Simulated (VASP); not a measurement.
# Sb2W in VASP: notebook

Sb2W is run at these levels: PBE, RPBE; tasks: single point.

Program: VASP 6.6.1. These are calculated values, not measurements. Logs are shortened: lines on timing, memory, paths and dates and some standing lists are left out, and cuts for length are marked.

## Step 1: The cell of the first run

The structure is trigonal, space group P-3m1 (No. 164). Conventional cell: a = 3.465 Å, b = 3.465 Å, c = 6.717 Å, α = 90.00°, β = 90.00°, γ = 120.00°. W (site symmetry -3m) has 6 Sb at 2.77 Å and 6 W at 3.46 Å within 3.6 Å. Within 3.6 Å of Sb (site symmetry 3m) lie 3 W at 2.77 Å and 9 Sb at 3.46 to 3.52 Å.

## Step 2: Single point, PBE

Input file INCAR:

```
PREC = Accurate
ENCUT = 520
EDIFF = 1E-6
ISMEAR = -1
SIGMA = 0.005
LREAL = False
LASPH = True
NELM = 80
ALGO = Normal
ISIF = 2
LWAVE = False
LCHARG = True
GGA = PE
LELF = True
LVHAR = True
NBANDS = 19
```

Input file KPOINTS:

```
Automatic mesh
0
Gamma
  12 12 6
```

Input file POSCAR:

```
Sb2W
1.0
    3.4649380352      0.0000000000      0.0000000000
   -1.7324690176      3.0007243611      0.0000000000
    0.0000000000      0.0000000000      6.7174239015
W Sb
1 2
Direct
    0.0000000000      0.0000000000      0.0000000000
    0.3333333333      0.6666666667      0.2847523219
    0.6666666667      0.3333333333      0.7152476781
```

Potentials or basis: VASP PAW PBE potentials, release 64 (W_sv, Sb).

Launch:

```
cat potpaw_PBE.64/W_sv/POTCAR potpaw_PBE.64/Sb/POTCAR > POTCAR
mpirun -np 1 vasp_std > vasp.out
```

OUTCAR:

```text
PREC = Accurate
   ENCUT = 520
   EDIFF = 1E-6
   ISMEAR = -1
   LREAL = False
   LASPH = True
   NELM = 80
   ISIF = 2
   GGA = PE

 ion  position               nearest neighbor table
   1  0.000  0.000  0.000-   2 2.77   3 2.77   3 2.77   2 2.77   3 2.77   2 2.77
   2  0.333  0.667  0.285-   1 2.77   1 2.77   1 2.77   3 3.52   3 3.52   3 3.52
   3  0.667  0.333  0.715-   1 2.77   1 2.77   1 2.77   2 3.52   2 3.52   2 3.52

  LATTYP: Found a hexagonal cell.
 ALAT       =     3.4649380352
 C/A-ratio  =     1.9386851462

  Lattice vectors:

 A1 = (   3.4649380352,   0.0000000000,   0.0000000000)
 A2 = (  -1.7324690176,   3.0007243611,   0.0000000000)
 A3 = (   0.0000000000,   0.0000000000,   6.7174239015)

Analysis of symmetry for initial positions (statically):
=====================================================================
 Subroutine PRICEL returns:
 Original cell was already a primitive cell.

 Routine SETGRP: Setting up the symmetry group for a
 hexagonal supercell.

 Subroutine GETGRP returns: Found 12 space group operations
 (whereof 12 operations were pure point group operations)
 out of a pool of 24 trial point group operations.

The static configuration has the point symmetry D_3d.

Analysis of symmetry for dynamics (positions and initial velocities):
=====================================================================
 Subroutine PRICEL returns:
 Original cell was already a primitive cell.

 Routine SETGRP: Setting up the symmetry group for a
 hexagonal supercell.

 Subroutine GETGRP returns: Found 12 space group operations
 (whereof 12 operations were pure point group operations)
 out of a pool of 24 trial point group operations.

The dynamic configuration has the point symmetry D_3d.

 Subroutine INISYM returns: Found 12 space group operations
 (whereof 12 operations are pure point group operations),
 and found     1 'primitive' translations

----------------------------------------------------------------------------------------

                                     Primitive cell

  volume of cell :      69.8432

  direct lattice vectors                    reciprocal lattice vectors
     3.464938035  0.000000000  0.000000000     0.288605450  0.166626434  0.000000000
    -1.732469018  3.000724361  0.000000000     0.000000000  0.333252868  0.000000000
     0.000000000  0.000000000  6.717423902     0.000000000  0.000000000  0.148866592

  length of vectors
     3.464938035  3.464938035  6.717423902     0.333252868  0.333252868  0.148866592

  position of ions in fractional coordinates (direct lattice)
     0.000000000  0.000000000  0.000000000
     0.333333333  0.666666667  0.284752322
     0.666666667  0.333333333  0.715247678

  ion indices of the primitive-cell ions
   primitive index   ion index
                 1           1
                 2           2
                 3           3

----------------------------------------------------------------------------------------

 KPOINTS: Automatic mesh

Automatic generation of k-mesh.
 Grid dimensions read from file:
 generate k-points for:   12   12    6

 Generating k-lattice:

  Cartesian coordinates                     Fractional coordinates (reciprocal lattice)
     0.024050454  0.013885536  0.000000000     0.083333333 -0.000000000  0.000000000
     0.000000000  0.027771072  0.000000000     0.000000000  0.083333333  0.000000000
     0.000000000  0.000000000  0.024811099     0.000000000  0.000000000  0.166666667

  Length of vectors
     0.027771072  0.027771072  0.024811099

  Shift w.r.t. Gamma in fractional coordinates (k-lattice)
     0.000000000  0.000000000  0.000000000

 Subroutine IBZKPT returns following result:
 ===========================================

 Found    100 irreducible k-points:

 Following reciprocal coordinates:
            Coordinates               Weight
  0.000000  0.000000  0.000000      1.000000
  0.083333 -0.000000  0.000000      6.000000
  0.166667  0.000000  0.000000      6.000000
  0.250000 -0.000000  0.000000      6.000000
  0.333333  0.000000  0.000000      6.000000
  0.416667 -0.000000  0.000000      6.000000
[... 16 lines left out ...]
  0.166667  0.000000  0.166667      6.000000
  0.000000  0.166667  0.166667      6.000000
 [... further k-points ...]
   k-points           NKPTS =    100   k-points in BZ     NKDIM =    100   number of bands    NBANDS=     19
   number of dos      NEDOS =    301   number of ions     NIONS =      3
   total plane-waves  NPLWV =  39200
   dimension x,y,z NGX =    28 NGY =   28 NGZ =   50
   dimension x,y,z NGXF=    56 NGYF=   56 NGZF=  100
   ions per type =               1   2
   NGX,Y,Z   is equivalent  to a cutoff of  13.43, 13.43, 12.37 a.u.
   NGXF,Y,Z  is equivalent  to a cutoff of  26.87, 26.87, 24.75 a.u.
 SYSTEM =  unknown system
   PREC   = accura    normal or accurate (medium, high low for compatibility)
   ISTART =      0    job   : 0-new  1-cont  2-samecut
   ICHARG =      2    charge: 1-file 2-atom 10-const
   ISPIN  =      1    spin polarized calculation?
   LNONCOLLINEAR =      F non collinear calculations
   LSORBIT =      F    spin-orbit coupling
   LASPH  =      T    aspherical Exc in radial PAW
   ENCUT  =  520.0 eV  38.22 Ry    6.18 a.u.   6.44  6.44 12.49*2*pi/ulx,y,z
   NELM   =     80;   NELMIN=  2; NELMDL= -5     # of ELM steps
   EDIFF  = 0.1E-05   stopping-criterion for ELM
   LREAL  =      F    real-space projection
   EDIFFG = 0.1E-04   stopping-criterion for IOM
   NSW    =      0    number of steps for IOM
   IBRION =     -1    ionic relax: 0-MD 1-quasi-New 2-CG
   NFREE  =      0    steps in history (QN), initial steepest desc. (CG)
   ISIF   =      2    stress and relaxation
   ISYM   =      2    0-nonsym 1-usesym 2-fastsym
   POTIM  = 0.5000    time-step for ionic-motion
   TEBEG  =    0.0;   TEEND  =   0.0 temperature during run
   PSTRESS=    0.0 pullay stress
   NELECT =      24.0000    total number of electrons
   NUPDOWN=      -1.0000    fix difference up-down
   EMIN   =  10.00;   EMAX   =-10.00  energy-range for DOS
   EFERMI =   0.00;   METHOD = LEGACY
   ISMEAR =    -1;   SIGMA  =   0.01  broadening in eV -4-tet -1-fermi 0-gaus
   EFERMI_NEDOS =   21; number of points for ismear=-14 and -15
   IALGO  =     38    algorithm
   IMIX   =      4    mixing-type and parameters
     AMIX     =   0.40;   BMIX     =  1.00
     AMIX_MAG =   1.60;   BMIX_MAG =  1.00
  volume/ion in A,a.u.               =      23.28       157.11
  Fermi-wavevector in a.u.,A,eV,Ry     =   1.146667  2.166886 17.889540  1.314844
  Thomas-Fermi vector in A             =   2.283350
   LORBIT       =      0    0 simple, 1 ext, 2 COOP (PROOUT), +10 PAW based schemes
   GGA     = PE    functional components
[... 5 lines left out ...]
 non-spin polarized calculation
  energy-cutoff  :      520.00
  volume of cell :       69.84
 maximum number of plane-waves:      1932
 NGX is ok and might be reduce to    28
   NGX = 13   NGY = 13   NGZ = 25

 number of electron      24.0000001 magnetization

 Free energy of the ion-electron system (eV)
  ---------------------------------------------------
  ext. energy  EPLUGINS =         0.00000000
  ---------------------------------------------------
  free energy    TOTEN  =       -20.10334132 eV

  energy without entropy =      -20.10322554  energy(sigma->0) =      -20.10328343

 E-fermi :   8.8841     XC(G=0): -10.9461

 val. band max:        8.8488390297   @ k =  -0.0833   0.3333   0.1667
 cond. band min:       8.8925211181   @ k =   0.2500   0.0833   0.0000
 fundamental gap:      0.0436820884
 Fermi energy:         8.8840528774

 k-point     1 :       0.0000    0.0000    0.0000
  band No.  band energies     occupation
      1     -65.1496      2.00000
      2     -29.3478      2.00000
      3     -29.3478      2.00000
      4     -29.3123      2.00000
      5      -3.4374      2.00000
      6      -1.1744      2.00000
[... 11 lines left out ...]
     18      15.8481      0.00000
     19      15.8970      0.00000

 k-point     2 :       0.0833   -0.0000    0.0000
  band No.  band energies     occupation
      1     -65.1493      2.00000
      2     -29.3562      2.00000
      3     -29.3498      2.00000
      4     -29.3107      2.00000
      5      -3.3155      2.00000
      6      -1.1022      2.00000
[... 11 lines left out ...]
     18      15.9649      0.00000
     19      16.5468      0.00000

 k-point     3 :       0.1667    0.0000    0.0000
  band No.  band energies     occupation
      1     -65.1485      2.00000
      2     -29.3791      2.00000
      3     -29.3554      2.00000
      4     -29.3063      2.00000
      5      -2.9545      2.00000
      6      -0.8920      2.00000
[... 11 lines left out ...]
     18      15.5536      0.00000
     19      16.7573      0.00000

 k-point     4 :       0.2500   -0.0000    0.0000
  band No.  band energies     occupation
      1     -65.1473      2.00000
      2     -29.4102      2.00000
      3     -29.3629      2.00000
      4     -29.3003      2.00000
      5      -2.3713      2.00000
      6      -0.5678      2.00000
[... 11 lines left out ...]
     18      14.8263      0.00000
     19      15.9153      0.00000

 k-point     5 :       0.3333    0.0000    0.0000
  band No.  band energies     occupation
      1     -65.1462      2.00000
      2     -29.4411      2.00000
      3     -29.3705      2.00000
      4     -29.2943      2.00000
      5      -1.6024      2.00000
      6      -0.1909      2.00000
[... 11 lines left out ...]
     18      14.9656      0.00000
     19      15.3128      0.00000

 k-point     6 :       0.4167   -0.0000    0.0000
  band No.  band energies     occupation
      1     -65.1453      2.00000
      2     -29.4636      2.00000
      3     -29.3760      2.00000
      4     -29.2899      2.00000
      5      -0.7428      2.00000
      6       0.0900      2.00000
[... 11 lines left out ...]
     18      14.9796      0.00000
     19      15.1030      0.00000

 k-point     7 :       0.5000   -0.0000    0.0000
  band No.  band energies     occupation
      1     -65.1450      2.00000
      2     -29.4719      2.00000
      3     -29.3780      2.00000
      4     -29.2883      2.00000
      5      -0.1273      2.00000
      6       0.0292      2.00000
[... 11 lines left out ...]
     18      14.7615      0.00000
     19      14.9797      0.00000

 k-point     8 :       0.0833    0.0833    0.0000
  band No.  band energies     occupation
      1     -65.1488      2.00000
      2     -29.3714      2.00000
      3     -29.3540      2.00000
      4     -29.3077      2.00000
      5      -3.0740      2.00000
      6      -0.9608      2.00000
[... 256 lines left out ...]
 k-point    20 :       0.0000    0.0000    0.1667
  band No.  band energies     occupation
      1     -65.1496      2.00000
      2     -29.3478      2.00000
      3     -29.3478      2.00000
      4     -29.3123      2.00000
      5      -3.3415      2.00000
      6      -1.4537      2.00000
[... 11 lines left out ...]
     18      15.8843      0.00000
     19      16.4718      0.00000

 k-point    21 :       0.0833   -0.0000    0.1667
  band No.  band energies     occupation
      1     -65.1493      2.00000
      2     -29.3562      2.00000
      3     -29.3498      2.00000
      4     -29.3107      2.00000
      5      -3.2201      2.00000
      6      -1.3725      2.00000
[... 11 lines left out ...]
     18      16.1987      0.00000
     19      16.8827      0.00000

 k-point    22 :       0.0000    0.0833    0.1667
  band No.  band energies     occupation
      1     -65.1493      2.00000
      2     -29.3562      2.00000
      3     -29.3498      2.00000
      4     -29.3107      2.00000
      5      -3.2211      2.00000
      6      -1.3695      2.00000
[... 11 lines left out ...]
     18      16.1836      0.00000
     19      16.5308      0.00000

 k-point    23 :       0.1667    0.0000    0.1667
  band No.  band energies     occupation
      1     -65.1485      2.00000
      2     -29.3791      2.00000
      3     -29.3554      2.00000
      4     -29.3063      2.00000
      5      -2.8591      2.00000
      6      -1.1425      2.00000
[... 11 lines left out ...]
     18      16.1457      0.00000
     19      16.8388      0.00000

 k-point    24 :       0.0000    0.1667    0.1667
  band No.  band energies     occupation
      1     -65.1485      2.00000
      2     -29.3791      2.00000
      3     -29.3554      2.00000
      4     -29.3063      2.00000
      5      -2.8674      2.00000
      6      -1.1174      2.00000
[... 11 lines left out ...]
     18      15.2237      0.00000
     19      16.2899      0.00000

 [... further k-points ...]
[... 5 lines left out ...]
  --------------------------------------------------------------------------------------
  -------------------------------------------------------------------------------------
  Total        0.0017237      0.0017237     -0.0384429      0.0000000      0.0000000      0.0000000
  in kB        0.0395407      0.0395407     -0.8818661      0.0000000      0.0000000      0.0000000
  external PRESSURE =      -0.2675949 kB  Pullay stress =       0.0000000 kB

 VOLUME and BASIS-vectors are now :
 -----------------------------------------------------------------------------
  energy-cutoff  :      520.00
  volume of cell :       69.84
      direct lattice vectors                 reciprocal lattice vectors
     3.464938035  0.000000000  0.000000000     0.288605450  0.166626434  0.000000000
    -1.732469018  3.000724361  0.000000000     0.000000000  0.333252868  0.000000000
     0.000000000  0.000000000  6.717423902     0.000000000  0.000000000  0.148866592

 POSITION                                       TOTAL-FORCE (eV/Angst)
 -----------------------------------------------------------------------------------
      0.00000      0.00000      0.00000        -0.000000      0.000000      0.000000
     -0.00000      2.00048      1.91280         0.000000     -0.000000      0.012469
      1.73247      1.00024      4.80462        -0.000000      0.000000     -0.012469
 -----------------------------------------------------------------------------------
    total drift:                               -0.000000      0.000000      0.000000

  FREE ENERGIE OF THE ION-ELECTRON SYSTEM (eV)
  ---------------------------------------------------
  free  energy   TOTEN  =       -20.1033413170 eV

  energy  without entropy=      -20.1032255362  energy(sigma->0) =      -20.10328343
```

Wall time 49 s (1 thread of Intel Xeon 6975P-C (Granite Rapids), shared host); peak memory 0.28 GiB.

Results:

```yaml
Free_energy: -20.1033 eV
Pressure: 0.0 GPa
Largest_force: 0.012 eV/Å
Band_gap_on_the_k_mesh: zero (band 12 reaches 8.95 eV, above the bottom of band 13 at 8.64 eV)
```

Forces in eV/Å, atoms in the order of the input:
```
W    0.000  0.000  0.000
Sb   0.000  0.000  0.012
Sb   0.000  0.000 -0.012
```

Stress tensor (GPa, compression positive):
```
 0.00  0.00  0.00
 0.00  0.00  0.00
 0.00  0.00 -0.09
```

Caveat: spin-orbit coupling is left out, which moves the levels of the heavy elements.

## Step 3: Single point, PBE

Input file INCAR:

```
ALGO     = Normal         # electronic algorithm
EDIFF    = 1E-7           # SCF threshold, eV
ENCUT    = 520            # plane-wave cutoff, eV
GGA      = PE             # functional
ISIF     = 2              # what is computed and relaxed
ISMEAR   = 0              # smearing method
LASPH    = True           # aspherical terms in the spheres
LCHARG   = False          # write CHGCAR
LREAL    = False          # projectors in reciprocal space
LWAVE    = False          # write WAVECAR
NBANDS   = 19             # bands
NELM     = 80             # most SCF steps
PREC     = Accurate       # precision mode
SIGMA    = 0.05           # smearing width, eV
```

Input file KPOINTS:

```
k-points
0
Gamma
  12 12 6
```

POSCAR is that of step 2.

Potentials or basis: VASP PAW PBE potentials, release 64 (W_sv, Sb).

Launch:

```
cat potpaw_PBE.64/W_sv/POTCAR potpaw_PBE.64/Sb/POTCAR > POTCAR
mpirun -np 1 vasp_std > vasp.out
```

Run time: 51 s. Hardware: 1 thread of Intel Xeon 6975P-C (Granite Rapids), shared host; peak memory 0.27 GiB.

The run converged. Its results:

```
Free energy            : -20.1041 eV
Pressure               : -0.1 GPa
Largest force          : 0.010 eV/Å
Band gap on the k mesh : zero (band 12 reaches 8.95 eV, above the bottom of band 13 at 8.64 eV)
```

Forces in eV/Å, atoms in the order of the input:
```
W    0.000  0.000  0.000
Sb   0.000  0.000  0.010
Sb   0.000  0.000 -0.010
```

Stress tensor (GPa, compression positive):
```
-0.01  0.00  0.00
 0.00 -0.01  0.00
 0.00  0.00 -0.12
```

Levels at points of the mesh, in eV from the Fermi level:
| k point | band 10 | band 11 | band 12 | band 13 | band 14 | band 15 |
| --- | --- | --- | --- | --- | --- | --- |
| (0.00, 0.00, 0.00) | -1.29 | 0.04 | 0.04 | 1.32 | 3.97 | 3.97 |
| (0.50, 0.00, 0.00) | -2.26 | -1.64 | -0.66 | 0.56 | 1.72 | 1.76 |
| (0.00, 0.00, 0.50) | -1.49 | 0.03 | 0.03 | 0.75 | 3.42 | 3.42 |
| (0.50, 0.00, 0.50) | -1.86 | -1.80 | 0.08 | 1.50 | 1.76 | 2.39 |

Caveat: spin-orbit coupling is left out, which moves the levels of the heavy elements.

(Part 1 of 2 ends here.)
